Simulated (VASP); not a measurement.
A run of VASP 6.6.1 is set up as follows.

Contents of INCAR:

```
SYSTEM = NbAl2N3
ALGO     = Normal         ! electronic algorithm
EDIFF    = 1E-6           ! SCF threshold, eV
ENCUT    = 600            ! plane-wave cutoff, eV
GGA      = PE             ! functional
GGA_COMPAT= .FALSE.      
ISIF     = 2              ! what is computed and relaxed
ISMEAR   = 0              ! smearing method
LASPH    = .TRUE.         ! aspherical terms in the spheres
LCHARG   = .FALSE.        ! write CHGCAR
LREAL    = .FALSE.        ! projectors in reciprocal space
LWAVE    = .FALSE.        ! write WAVECAR
NBANDS   = 26             ! bands
NELM     = 120            ! most SCF steps
PREC     = Accurate       ! precision mode
SIGMA    = 0.15           ! smearing width, eV
```

The input KPOINTS:

```
k-points
0
G
  3 3 3
  0 0 0
```

POSCAR

```
NbAl2N3
1.0
    0.0000000000      3.9742665927      3.8575575445
    2.5945762641      0.0000000000      3.8575575445
    2.5945762641      3.9742665927      0.0000000000
Al Nb N
2 1 3
Direct
    0.5000000000      0.0000000000      0.0000000000
    0.0000000000      0.5000000000      0.5000000000
    0.5000000000      0.5000000000      0.5000000000
    0.2544505813      0.7455494187      0.2544505813
    0.7455494187      0.2544505813      0.7455494187
    0.0000000000      0.0000000000      0.0000000000
```

Potentials or basis: VASP PAW PBE potentials, release 64 (Al, Nb_sv, N).

Launch:

```sh
$ cat potpaw_PBE.64/Al/POTCAR potpaw_PBE.64/Nb_sv/POTCAR potpaw_PBE.64/N/POTCAR > POTCAR
$ mpirun -np 1 vasp_std > vasp.out
```

Question: What does it give for the pressure?

Answer: 0.1 GPa.

Question: What does it give for the largest force?

Answer: 0.006 eV/Å.

Stress tensor (GPa, compression positive):
```
 0.54  0.00  0.00
 0.00  0.08  0.00
 0.00  0.00 -0.35
```

Caveat: the k points lie up to 0.55 Å⁻¹ apart.
